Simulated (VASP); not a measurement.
# PbS (Galena) (Fm-3m) in VASP: a series of runs, part 2 of 2

VASP 6.6.1. The steps go on from the part before.

### 5 Single point, r2SCAN

File POSCAR:

```
PbS
1.0
    0.0000000000      2.9657500000      2.9657500000
    2.9657500000      0.0000000000      2.9657500000
    2.9657500000      2.9657500000      0.0000000000
Pb S
1 1
Direct
    0.0000000000      0.0000000000      0.0000000000
    0.5000000000      0.5000000000      0.5000000000
```

File INCAR.step1:

```
PREC = Accurate
ENCUT = 520
ISMEAR = 0
SIGMA = 0.01
LREAL = F
LASPH = T
NELM = 60
NBANDS = 17
GGA = PE
ALGO = Normal
EDIFF = 1E-4
LWAVE = T
LCHARG = F
```

File INCAR.step2:

```
PREC = Accurate
ENCUT = 520
EDIFF = 1E-6
ISMEAR = 0
SIGMA = 0.01
LREAL = F
LASPH = T
NELM = 60
ALGO = Normal
ISIF = 2
LWAVE = F
LCHARG = T
METAGGA = R2SCAN
LMIXTAU = T
LELF = T
LVHAR = T
NBANDS = 17
ISTART = 1
```

File KPOINTS:

```
Automatic mesh
0
Gamma
  6 6 6
```

Potentials or basis: VASP PAW PBE potentials, release 64 (Pb_d, S).

Command:

```bash
cat potpaw_PBE.64/Pb_d/POTCAR potpaw_PBE.64/S/POTCAR > POTCAR
cp INCAR.step1 INCAR
mpirun -np 1 vasp_std > vasp.out
cp INCAR.step2 INCAR
mpirun -np 1 vasp_std > vasp.out
```

OUTCAR:

```text
PREC = Accurate
   ENCUT = 520
   EDIFF = 1E-6
   ISMEAR = 0
   LREAL = F
   LASPH = T
   NELM = 60
   ISIF = 2
   METAGGA = R2SCAN
   ISTART = 1

 ion  position               nearest neighbor table
   1  0.000  0.000  0.000-   2 2.97   2 2.97   2 2.97   2 2.97   2 2.97   2 2.97
   2  0.500  0.500  0.500-   1 2.97   1 2.97   1 2.97   1 2.97   1 2.97   1 2.97

  LATTYP: Found a face centered cubic cell.
 ALAT       =     5.9315000000

  Lattice vectors:

 A1 = (   0.0000000000,   2.9657500000,   2.9657500000)
 A2 = (   2.9657500000,   0.0000000000,   2.9657500000)
 A3 = (   2.9657500000,   2.9657500000,   0.0000000000)

Analysis of symmetry for initial positions (statically):
=====================================================================
 Subroutine PRICEL returns:
 Original cell was already a primitive cell.

 Routine SETGRP: Setting up the symmetry group for a
 face centered cubic supercell.

 Subroutine GETGRP returns: Found 48 space group operations
 (whereof 48 operations were pure point group operations)
[... 151 lines left out ...]
  free energy    TOTEN  =       -65.60835253 eV

  energy without entropy =      -65.60835253  energy(sigma->0) =      -65.60835253

 E-fermi :   5.8062     XC(G=0): -10.2558

 val. band max:        5.7086041201   @ k =   0.5000   0.0000   0.0000
 cond. band min:       6.3305052562   @ k =   0.5000   0.0000   0.0000
 fundamental gap:      0.6219011361
 Fermi energy:         5.8062121926

 k-point     1 :       0.0000    0.0000    0.0000
  band No.  band energies     occupation
      1     -11.7490      2.00000
      2     -11.7490      2.00000
      3     -11.7490      2.00000
      4     -11.7333      2.00000
      5     -11.7333      2.00000
      6      -8.5150      2.00000
[... 297 lines left out ...]
      4     -11.7106      2.00000
      5     -11.6881      2.00000
      6      -6.7733      2.00000
[... 9 lines left out ...]
     16      18.1731      0.00000
     17      18.4813      0.00000

------------------------ aborting loop because EDIFF is reached ----------------------------------------

  FORCE on cell =-STRESS in cart. coord.  units (eV):
  Direction    XX          YY          ZZ          XY          YZ          ZX
  --------------------------------------------------------------------------------------
  -------------------------------------------------------------------------------------
  Total        0.4157209      0.4157209      0.4157209     -0.0000000      0.0000000      0.0000000
  in kB       12.7667055     12.7667055     12.7667055     -0.0000000      0.0000000      0.0000000
  external PRESSURE =      12.7667055 kB  Pullay stress =       0.0000000 kB

 VOLUME and BASIS-vectors are now :
 -----------------------------------------------------------------------------
  energy-cutoff  :      520.00
  volume of cell :       52.17
      direct lattice vectors                 reciprocal lattice vectors
     0.000000000  2.965750000  2.965750000    -0.168591419  0.168591419  0.168591419
     2.965750000  0.000000000  2.965750000     0.168591419 -0.168591419  0.168591419
     2.965750000  2.965750000  0.000000000     0.168591419  0.168591419 -0.168591419

 POSITION                                       TOTAL-FORCE (eV/Angst)
 -----------------------------------------------------------------------------------
      0.00000      0.00000      0.00000        -0.000000      0.000000      0.000000
      2.96575      2.96575      2.96575         0.000000      0.000000      0.000000
 -----------------------------------------------------------------------------------
    total drift:                                0.000000     -0.000000     -0.000000

  FREE ENERGIE OF THE ION-ELECTRON SYSTEM (eV)
  ---------------------------------------------------
  free  energy   TOTEN  =       -65.6083525251 eV

  energy  without entropy=      -65.6083525251  energy(sigma->0) =      -65.60835253
```

OUTCAR.step1:

```text
PREC = Accurate
   ENCUT = 520
   ISMEAR = 0
   LREAL = F
   LASPH = T
[... 529 lines left out ...]
 -----------------------------------------------------------------------------------
      0.00000      0.00000      0.00000        -0.000000      0.000000      0.000000
      2.96575      2.96575      2.96575         0.000000     -0.000000     -0.000000
 -----------------------------------------------------------------------------------
    total drift:                                0.000000     -0.000000     -0.000000

  FREE ENERGIE OF THE ION-ELECTRON SYSTEM (eV)
  ---------------------------------------------------
  free  energy   TOTEN  =        -8.7575634852 eV

  energy  without entropy=       -8.7575634852  energy(sigma->0) =       -8.75756349
```

OSZICAR.step1:

```text
N       E                     dE             d eps       ncg     rms          rms(c)
DAV:   1     0.158395216059E+03    0.15840E+03   -0.98111E+03   544   0.123E+03
DAV:   2     0.244408829256E+01   -0.15595E+03   -0.15092E+03   613   0.315E+02
DAV:   3    -0.894460185845E+01   -0.11389E+02   -0.11334E+02   676   0.893E+01
DAV:   4    -0.922993954073E+01   -0.28534E+00   -0.28511E+00   735   0.158E+01
DAV:   5    -0.923880641524E+01   -0.88669E-02   -0.88662E-02   764   0.262E+00    0.463E+00
DAV:   6    -0.875346443134E+01    0.48534E+00   -0.13878E+00   847   0.799E+00    0.326E+00
DAV:   7    -0.875430103480E+01   -0.83660E-03   -0.14377E-01   669   0.189E+00    0.188E+00
DAV:   8    -0.875791777296E+01   -0.36167E-02   -0.16651E-02   606   0.138E+00    0.270E-01
DAV:   9    -0.875736950302E+01    0.54827E-03   -0.34425E-03   839   0.513E-01    0.845E-02
DAV:  10    -0.875755480573E+01   -0.18530E-03   -0.37251E-04   619   0.116E-01    0.532E-02
DAV:  11    -0.875756348522E+01   -0.86795E-05   -0.49910E-05   506   0.790E-02
   1 F= -.87575635E+01 E0= -.87575635E+01  d E =-.196087E-77
```

It took 72 s on 1 thread of AMD EPYC 7R43 (Zen 3), shared host; peak memory 0.15 GiB.

What came out:

```yaml
Free_energy: -65.6084 eV
Pressure: 1.3 GPa
Band_gap_on_the_k_mesh: 0.62 eV, direct
```

Caveat: the PAW data sets were made with another functional, which shifts forces and pressure a little; spin-orbit coupling is left out, which moves the levels of the heavy elements. A k mesh can miss the band edges.

### 6 The runs side by side

```csv
level,potentials or basis,gap on the mesh (eV),pressure (GPa)
LDA,"VASP PAW LDA potentials, release 64 (Pb_d, S)",0.21,-2.6
RPBE,"VASP PAW PBE potentials, release 64 (Pb_d, S)",0.46,4.1
revPBE,"VASP PAW PBE potentials, release 64 (Pb_d, S)",0.43,3.5
r2SCAN,"VASP PAW PBE potentials, release 64 (Pb_d, S)",0.62,1.3
```

Alike in all rows: task single point; no spin polarisation; cell as given; k mesh 6 × 6 × 6; cutoff (eV) 520; smearing gaussian 0.01 eV.

Caveats: spin-orbit coupling is left out, which moves the levels of the heavy elements; the PAW data sets were made with another functional, which shifts forces and pressure a little (some runs).

Total energies depend on the potentials used, so only differences within one code and one set of settings carry meaning.
